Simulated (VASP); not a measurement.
A run of VASP 6.6.1 is set up as follows.

POSCAR

```
InP
1.0
    0.0000000000      2.8983147021      2.8983147021
    2.8983147021      0.0000000000      2.8983147021
    2.8983147021      2.8983147021      0.0000000000
In P
1 1
Direct
    0.0000000000      0.0000000000      0.0000000000
    0.2500000000      0.2500000000      0.2500000000
```

The input INCAR.step1:

```
SYSTEM = InP
PREC = Accurate
ENCUT = 520
EDIFF = 1E-5
ISMEAR = -1
SIGMA = 0.05
LREAL = .False.
LASPH = .True.
NELM = 100
ALGO = Normal
ISIF = 2
LWAVE = .True.
LCHARG = .False.
GGA = PE
NBANDS = 16
```

Contents of INCAR.step2:

```
SYSTEM = InP
PREC = Accurate
ENCUT = 520
EDIFF = 1E-6
ISMEAR = -1
SIGMA = 0.05
LREAL = .False.
LASPH = .True.
NELM = 100
ALGO = Normal
ISIF = 2
LWAVE = .False.
LCHARG = .False.
GGA = PE
LHFCALC = .True.
HFSCREEN = 0.2079
PRECFOCK = Normal
ISTART = 1
NBANDS = 16
```

The input KPOINTS:

```
regular mesh
0
Gamma
  4 4 4
  0 0 0
```

Potentials or basis: VASP PAW PBE potentials, release 64 (In_d, P).

Launch:

```bash
$ cat potpaw_PBE.64/In_d/POTCAR potpaw_PBE.64/P/POTCAR > POTCAR
$ cp INCAR.step1 INCAR
$ mpirun -np 1 vasp_std > vasp.out
$ cp INCAR.step2 INCAR
$ mpirun -np 1 vasp_std > vasp.out
```

(1) Estimate the pressure.

(2) What does it give for the band gap on the k mesh?

## Answers

(1) 4.3 GPa.

(2) 1.74 eV, direct.

Caveat: the k points lie up to 0.47 Å⁻¹ apart; the PAW data sets were made with another functional, which shifts forces and pressure a little; spin-orbit coupling is left out, which moves the levels of the heavy elements.
